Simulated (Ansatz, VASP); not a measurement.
**Two plane-wave programs on Be3Cd2O3**

```
CELL_PARAMETERS angstrom
2.76847 0.00000 0.00000
-1.38424 2.39757 0.00000
0.00000 0.00000 15.66349
ATOMIC_POSITIONS crystal
Be 0.00000 0.00000 0.34261
Be 0.33333 0.66667 0.18777
Be 0.00000 0.00000 0.02805
Cd 0.00000 0.00000 0.59729
Cd 0.66667 0.33333 0.78256
O 0.00000 0.00000 0.18726
O 0.33333 0.66667 0.02585
O 0.33333 0.66667 0.34551
```

Alike in both runs: functional PBE; k mesh 7 × 7 × 2; occupations gaussian, width 0.2 eV; no spin polarisation.

Ansatz relaxed the structure, and its values are those at the end. VASP's run is a single point on that final structure, the one shown.

```csv
,VASP,Ansatz
version,VASP 6.6.1,Ansatz 0.2.0
potentials or method,"VASP PAW PBE potentials, release 64 (Be, Cd, O), cutoff 600 eV","scalar-relativistic, plane waves, PAW"
valence electrons in the cell,48,64
```

|  | VASP | Ansatz | Ansatz less VASP |
| --- | --- | --- | --- |
| gap on the k mesh at the Fermi level (eV) | none | none | - |
| pressure (GPa) | 0.5 | 0.3 | -0.16 |
| rms of the force components (eV/Å) | 0.013 | 0.013 | -0.0001 |

A gap of «none» marks a metal or a gap that the smearing closes. VASP's potentials hold 48 valence electrons a cell and Ansatz's 64, so a difference there can come from the potentials and not from the codes.

The k mesh is coarse, so the values compare programs but aren't converged.
